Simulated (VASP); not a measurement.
# Ba (Fm-3m) in VASP: a series of runs

Runs on Ba. Level: RPBE. Tasks: single point.

Program: VASP 6.6.1. These are calculated values, not measurements. Logs are shortened: lines on timing, memory, paths and dates and some standing lists are left out, and cuts for length are marked.

### 1 The cell of the first run

Symmetry: Fm-3m, No. 225, cubic system. Conventional cell: a = 6.520 Å, b = 6.520 Å, c = 6.520 Å, α = 90.00°, β = 90.00°, γ = 90.00°.

### 2 Single point, RPBE

File INCAR:

```
SYSTEM = Ba
PREC = Accurate ; ENCUT = 520
EDIFF = 1E-6 ; ISMEAR = -1
SIGMA = 0.1 ; LREAL = .FALSE.
LASPH = .TRUE. ; NELM = 100
ALGO = Normal ; ISIF = 2
LWAVE = .FALSE. ; LCHARG = .TRUE.
GGA = RP ; LELF = .TRUE.
LVHAR = .TRUE. ; NBANDS = 11
```

File KPOINTS:

```
Automatic mesh
0
G
  9 9 9
  0 0 0
```

File POSCAR:

```
Ba
1.0
    0.0000000000      3.2601083639      3.2601083639
    3.2601083639      0.0000000000      3.2601083639
    3.2601083639      3.2601083639      0.0000000000
Ba
1
Direct
    0.0000000000      0.0000000000      0.0000000000
```

Potentials or basis: VASP PAW PBE potentials, release 64 (Ba_sv).

Command:

```
cat potpaw_PBE.64/Ba_sv/POTCAR > POTCAR
mpirun -np 1 vasp_std > vasp.out
```

OUTCAR:

```text
SYSTEM = Ba
   PREC = Accurate
   ENCUT = 520
   EDIFF = 1E-6
   ISMEAR = -1
   LREAL = .FALSE.
   LASPH = .TRUE.
   NELM = 100
   ISIF = 2
   GGA = RP

 ion  position               nearest neighbor table
   1  0.000  0.000  0.000-

  LATTYP: Found a face centered cubic cell.
 ALAT       =     6.5202167278

  Lattice vectors:

 A1 = (   0.0000000000,   3.2601083639,   3.2601083639)
 A2 = (   3.2601083639,   0.0000000000,   3.2601083639)
 A3 = (   3.2601083639,   3.2601083639,   0.0000000000)

Analysis of symmetry for initial positions (statically):
=====================================================================
 Subroutine PRICEL returns:
 Original cell was already a primitive cell.

 Routine SETGRP: Setting up the symmetry group for a
 face centered cubic supercell.

 Subroutine GETGRP returns: Found 48 space group operations
 (whereof 48 operations were pure point group operations)
 out of a pool of 48 trial point group operations.

The static configuration has the point symmetry O_h .

Analysis of symmetry for dynamics (positions and initial velocities):
=====================================================================
 Subroutine PRICEL returns:
 Original cell was already a primitive cell.

 Routine SETGRP: Setting up the symmetry group for a
 face centered cubic supercell.

 Subroutine GETGRP returns: Found 48 space group operations
 (whereof 48 operations were pure point group operations)
 out of a pool of 48 trial point group operations.

The dynamic configuration has the point symmetry O_h .

 Subroutine INISYM returns: Found 48 space group operations
 (whereof 48 operations are pure point group operations),
 and found     1 'primitive' translations

----------------------------------------------------------------------------------------

                                     Primitive cell

  volume of cell :      69.2989

  direct lattice vectors                    reciprocal lattice vectors
     0.000000000  3.260108364  3.260108364    -0.153369135  0.153369135  0.153369135
     3.260108364  0.000000000  3.260108364     0.153369135 -0.153369135  0.153369135
     3.260108364  3.260108364  0.000000000     0.153369135  0.153369135 -0.153369135

  length of vectors
     4.610489463  4.610489463  4.610489463     0.265643134  0.265643134  0.265643134

  position of ions in fractional coordinates (direct lattice)
     0.000000000  0.000000000  0.000000000

  ion indices of the primitive-cell ions
   primitive index   ion index
                 1           1

----------------------------------------------------------------------------------------

 KPOINTS: Automatic mesh

Automatic generation of k-mesh.
 Grid dimensions read from file:
 generate k-points for:    9    9    9

 Generating k-lattice:

  Cartesian coordinates                     Fractional coordinates (reciprocal lattice)
    -0.017041015  0.017041015  0.017041015     0.111111111  0.000000000  0.000000000
     0.017041015 -0.017041015  0.017041015     0.000000000  0.111111111  0.000000000
     0.017041015  0.017041015 -0.017041015     0.000000000  0.000000000  0.111111111

  Length of vectors
     0.029515904  0.029515904  0.029515904

  Shift w.r.t. Gamma in fractional coordinates (k-lattice)
     0.000000000  0.000000000  0.000000000

 Subroutine IBZKPT returns following result:
 ===========================================

 Found     35 irreducible k-points:

 Following reciprocal coordinates:
            Coordinates               Weight
  0.000000  0.000000  0.000000      1.000000
  0.111111  0.000000  0.000000      8.000000
  0.222222  0.000000  0.000000      8.000000
  0.333333  0.000000  0.000000      8.000000
  0.444444  0.000000  0.000000      8.000000
  0.111111  0.111111  0.000000      6.000000
[... 16 lines left out ...]
 -0.333333  0.333333  0.000000     12.000000
  0.444444  0.444444  0.000000      6.000000
 [... further k-points ...]
   k-points           NKPTS =     35   k-points in BZ     NKDIM =     35   number of bands    NBANDS=     11
   number of dos      NEDOS =    301   number of ions     NIONS =      1
   total plane-waves  NPLWV =  46656
   dimension x,y,z NGX =    36 NGY =   36 NGZ =   36
   dimension x,y,z NGXF=    72 NGYF=   72 NGZF=   72
   ions per type =               1
   NGX,Y,Z   is equivalent  to a cutoff of  12.98, 12.98, 12.98 a.u.
   NGXF,Y,Z  is equivalent  to a cutoff of  25.96, 25.96, 25.96 a.u.
 SYSTEM =  Ba
   PREC   = accura    normal or accurate (medium, high low for compatibility)
   ISTART =      0    job   : 0-new  1-cont  2-samecut
   ICHARG =      2    charge: 1-file 2-atom 10-const
   ISPIN  =      1    spin polarized calculation?
   LNONCOLLINEAR =      F non collinear calculations
   LSORBIT =      F    spin-orbit coupling
   LASPH  =      T    aspherical Exc in radial PAW
   ENCUT  =  520.0 eV  38.22 Ry    6.18 a.u.   8.57  8.57  8.57*2*pi/ulx,y,z
   NELM   =    100;   NELMIN=  2; NELMDL= -5     # of ELM steps
   EDIFF  = 0.1E-05   stopping-criterion for ELM
   LREAL  =      F    real-space projection
   EDIFFG = 0.1E-04   stopping-criterion for IOM
   NSW    =      0    number of steps for IOM
   IBRION =     -1    ionic relax: 0-MD 1-quasi-New 2-CG
   NFREE  =      0    steps in history (QN), initial steepest desc. (CG)
   ISIF   =      2    stress and relaxation
   ISYM   =      2    0-nonsym 1-usesym 2-fastsym
   POTIM  = 0.5000    time-step for ionic-motion
   TEBEG  =    0.0;   TEEND  =   0.0 temperature during run
   PSTRESS=    0.0 pullay stress
   NELECT =      10.0000    total number of electrons
   NUPDOWN=      -1.0000    fix difference up-down
   EMIN   =  10.00;   EMAX   =-10.00  energy-range for DOS
   EFERMI =   0.00;   METHOD = LEGACY
   ISMEAR =    -1;   SIGMA  =   0.10  broadening in eV -4-tet -1-fermi 0-gaus
   EFERMI_NEDOS =   21; number of points for ismear=-14 and -15
   IALGO  =     38    algorithm
   IMIX   =      4    mixing-type and parameters
     AMIX     =   0.40;   BMIX     =  1.00
     AMIX_MAG =   1.60;   BMIX_MAG =  1.00
  volume/ion in A,a.u.               =      69.30       467.65
  Fermi-wavevector in a.u.,A,eV,Ry     =   0.858683  1.622675 10.032069  0.737336
  Thomas-Fermi vector in A             =   1.975924
   LORBIT       =      0    0 simple, 1 ext, 2 COOP (PROOUT), +10 PAW based schemes
   GGA     = RP    functional components
   LHFCALC =     F    Hartree Fock is set to
   AEXX    =    0.0000 exact exchange contribution
   IVDW    =     0    specifies the selected vdW correction
   LEPSILON=     F    determine dielectric tensor
   LRPA    =     F    only Hartree local field effects (RPA)
 non-spin polarized calculation
  energy-cutoff  :      520.00
  volume of cell :       69.30
 maximum number of plane-waves:      1889
   NGX = 17   NGY = 17   NGZ = 17

 number of electron      10.0000000 magnetization

 number of electron       9.9999999 magnetization

 Free energy of the ion-electron system (eV)
  ---------------------------------------------------
  ext. energy  EPLUGINS =         0.00000000
  ---------------------------------------------------
  free energy    TOTEN  =        -1.69975284 eV

  energy without entropy =       -1.64057579  energy(sigma->0) =       -1.67016432

 E-fermi :   1.5058     XC(G=0):  -7.0006

 val. band max:        1.4829748259   @ k =  -0.4444   0.4444   0.0000
 cond. band min:       1.5401493436   @ k =  -0.3333   0.3333   0.0000
 fundamental gap:      0.0571745177
 Fermi energy:         1.5057704845

 k-point     1 :       0.0000    0.0000    0.0000
  band No.  band energies     occupation
      1     -27.6159      2.00000
      2     -12.6281      2.00000
      3     -12.6281      2.00000
      4     -12.6281      2.00000
      5      -1.2313      2.00000
      6       3.1904      0.00000
      7       3.1904      0.00000
      8       3.1904      0.00000
      9       4.5855      0.00000
     10       4.5855      0.00000
     11       7.2418      0.00000

 k-point     2 :       0.1111    0.0000    0.0000
  band No.  band energies     occupation
      1     -27.6129      2.00000
      2     -12.6685      2.00000
      3     -12.6333      2.00000
      4     -12.6333      2.00000
      5      -1.0384      2.00000
      6       2.9554      0.00000
      7       3.2788      0.00000
      8       3.2788      0.00000
      9       4.4741      0.00000
     10       4.4741      0.00000
     11       7.6895      0.00000

 k-point     3 :       0.2222    0.0000    0.0000
  band No.  band energies     occupation
      1     -27.6053      2.00000
      2     -12.7684      2.00000
      3     -12.6464      2.00000
      4     -12.6464      2.00000
      5      -0.5189      2.00000
      6       2.5231      0.00008
      7       3.3658      0.00000
      8       3.3658      0.00000
      9       4.4643      0.00000
     10       4.4643      0.00000
     11       7.4944      0.00000

 k-point     4 :       0.3333    0.0000    0.0000
  band No.  band energies     occupation
      1     -27.5966      2.00000
      2     -12.8781      2.00000
      3     -12.6613      2.00000
      4     -12.6613      2.00000
      5       0.1252      2.00000
      6       2.2425      0.00126
      7       3.2209      0.00000
      8       3.2209      0.00000
      9       4.9405      0.00000
     10       4.9405      0.00000
     11       6.9263      0.00000
[... 239 lines left out ...]
 k-point    22 :      -0.4444    0.3333    0.0000
  band No.  band energies     occupation
      1     -27.5830      2.00000
      2     -12.8969      2.00000
      3     -12.7948      2.00000
      4     -12.7242      2.00000
      5       1.1659      1.93535
      6       1.6413      0.41003
      7       2.6145      0.00003
      8       4.3661      0.00000
      9       5.5457      0.00000
     10       5.6277      0.00000
     11       6.6398      0.00000

 k-point    23 :      -0.3333    0.3333    0.0000
  band No.  band energies     occupation
      1     -27.5838      2.00000
      2     -12.8504      2.00000
      3     -12.8480      2.00000
      4     -12.7061      2.00000
      5       1.5401      0.82978
      6       1.6128      0.51072
      7       2.3768      0.00033
      8       4.0232      0.00000
      9       5.0927      0.00000
     10       5.3436      0.00000
     11       7.7938      0.00000

 k-point    24 :       0.4444    0.4444    0.0000
  band No.  band energies     occupation
      1     -27.5828      2.00000
      2     -12.9282      2.00000
      3     -12.7433      2.00000
      4     -12.7433      2.00000
      5       0.7639      1.99880
      6       1.4469      1.28608
      7       3.0791      0.00000
      8       5.5736      0.00000
      9       5.5736      0.00000
     10       5.6037      0.00000
     11       7.1216      0.00000

 [... further k-points ...]

------------------------ aborting loop because EDIFF is reached ----------------------------------------

  FORCE on cell =-STRESS in cart. coord.  units (eV):
  Direction    XX          YY          ZZ          XY          YZ          ZX
  --------------------------------------------------------------------------------------
  -------------------------------------------------------------------------------------
  Total        0.0340407      0.0340407      0.0340407     -0.0000000      0.0000000     -0.0000000
  in kB        0.7870148      0.7870148      0.7870148     -0.0000000      0.0000000     -0.0000000
  external PRESSURE =       0.7870148 kB  Pullay stress =       0.0000000 kB

 VOLUME and BASIS-vectors are now :
 -----------------------------------------------------------------------------
  energy-cutoff  :      520.00
  volume of cell :       69.30
      direct lattice vectors                 reciprocal lattice vectors
     0.000000000  3.260108364  3.260108364    -0.153369135  0.153369135  0.153369135
     3.260108364  0.000000000  3.260108364     0.153369135 -0.153369135  0.153369135
     3.260108364  3.260108364  0.000000000     0.153369135  0.153369135 -0.153369135

 POSITION                                       TOTAL-FORCE (eV/Angst)
 -----------------------------------------------------------------------------------
      0.00000      0.00000      0.00000         0.000000      0.000000     -0.000000
 -----------------------------------------------------------------------------------
    total drift:                               -0.000000      0.000000      0.000000

  FREE ENERGIE OF THE ION-ELECTRON SYSTEM (eV)
  ---------------------------------------------------
  free  energy   TOTEN  =        -1.6997528399 eV

  energy  without entropy=       -1.6405757939  energy(sigma->0) =       -1.67016432
```

It took 18 s on 1 thread of Intel Xeon Platinum 8375C at 2.90GHz (Ice Lake), shared host; peak memory 0.2 GiB.

What came out:

```
Free energy            : -1.6998 eV
Pressure               : 0.1 GPa
Band gap on the k mesh : zero (band 5 reaches 1.59 eV, above the bottom of band 6 at 1.45 eV)
```

Caveat: the PAW data sets were made with another functional, which shifts forces and pressure a little; spin-orbit coupling is left out, which moves the levels of the heavy elements.

### 3 Single point, RPBE (volume scaled by 0.88)

File INCAR:

```
SYSTEM = Ba
PREC     = Accurate       ! precision mode
ENCUT    = 520            ! plane-wave cutoff, eV
EDIFF    = 1E-6           ! SCF threshold, eV
ISMEAR   = -1             ! smearing method
SIGMA    = 0.1            ! smearing width, eV
LREAL    = .False.        ! projectors in reciprocal space
LASPH    = .True.         ! aspherical terms in the spheres
NELM     = 60             ! most SCF steps
ALGO     = Normal         ! electronic algorithm
ISIF     = 2              ! what is computed and relaxed
LWAVE    = .False.        ! write WAVECAR
LCHARG   = .True.         ! write CHGCAR
GGA      = RP             ! functional
LELF     = .True.         ! ELF
LVHAR    = .True.       
NBANDS   = 11             ! bands
```

File KPOINTS:

```
regular mesh
0
Gamma
  10 10 10
  0 0 0
```

File POSCAR:

```
Ba
1.0
    0.0000000000      3.1241095902      3.1241095902
    3.1241095902      0.0000000000      3.1241095902
    3.1241095902      3.1241095902      0.0000000000
Ba
1
Direct
    0.0000000000      0.0000000000      0.0000000000
```

Potentials or basis: VASP PAW PBE potentials, release 64 (Ba_sv).

Command:

```
cat potpaw_PBE.64/Ba_sv/POTCAR > POTCAR
mpirun -np 1 vasp_std > vasp.out
```

Run time: 23 s. Hardware: 1 thread of Intel Xeon Platinum 8375C at 2.90GHz (Ice Lake), shared host; peak memory 0.21 GiB.

It converged, with:

- Free energy: -1.6667 eV
- Pressure: 1.3 GPa
- Band gap on the k mesh: zero (band 5 reaches 1.89 eV, above the bottom of band 6 at 1.71 eV)

Levels at points of the mesh, in eV from the Fermi level:
```
           k point  band 2  band 3  band 4  band 5  band 6  band 7  band 8  band 9
(0.00, 0.00, 0.00)  -13.83  -13.83  -13.83   -2.80    1.83    1.83    1.83    3.45
(0.50, 0.00, 0.00)  -14.34  -13.90  -13.90   -0.95    1.11    1.67    1.67    4.68
(0.50, 0.50, 0.00)  -14.30  -14.01  -14.01   -0.86   -0.20    2.18    4.70    5.05
```

Caveat: the PAW data sets were made with another functional, which shifts forces and pressure a little; spin-orbit coupling is left out, which moves the levels of the heavy elements.

[end of part 1 of 2]
